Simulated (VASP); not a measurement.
Here is a VASP 6.6.1 calculation.

INCAR

```
SYSTEM = AlN
PREC     = Accurate       ! precision mode
ENCUT    = 520            ! plane-wave cutoff, eV
EDIFF    = 1E-7           ! SCF threshold, eV
ISMEAR   = 0              ! smearing method
SIGMA    = 0.05           ! smearing width, eV
LREAL    = .False.        ! projectors in reciprocal space
LASPH    = .True.         ! aspherical terms in the spheres
NELM     = 60             ! most SCF steps
ALGO     = Normal         ! electronic algorithm
ISIF     = 2              ! what is computed and relaxed
LWAVE    = .False.        ! write WAVECAR
LCHARG   = .True.         ! write CHGCAR
GGA      = PE             ! functional
LELF     = .True.         ! ELF
LVHAR    = .True.       
NBANDS   = 16             ! bands
```

Contents of KPOINTS:

```
regular mesh
0
Gamma
  9 9 6
  0 0 0
```

POSCAR

```
AlN
1.0
    3.2613343018      0.0000000000      0.0000000000
   -1.6306671509      2.8243983556      0.0000000000
    0.0000000000      0.0000000000      3.8040203296
Al N
2 2
Direct
    0.3333333333      0.6666666667      0.7500000000
    0.6666666667      0.3333333333      0.2500000000
    0.3333333333      0.6666666667      0.2500000000
    0.6666666667      0.3333333333      0.7500000000
```

Potentials or basis: VASP PAW PBE potentials, release 64 (Al, N).

Command:

```sh
$ cat potpaw_PBE.64/Al/POTCAR potpaw_PBE.64/N/POTCAR > POTCAR
$ mpirun -np 1 vasp_std > vasp.out
```

(1) Predict the band gap on the k mesh.

(2) What does it give for the pressure?

Results:

(1) 4.31 eV, direct.

(2) 34.1 GPa.
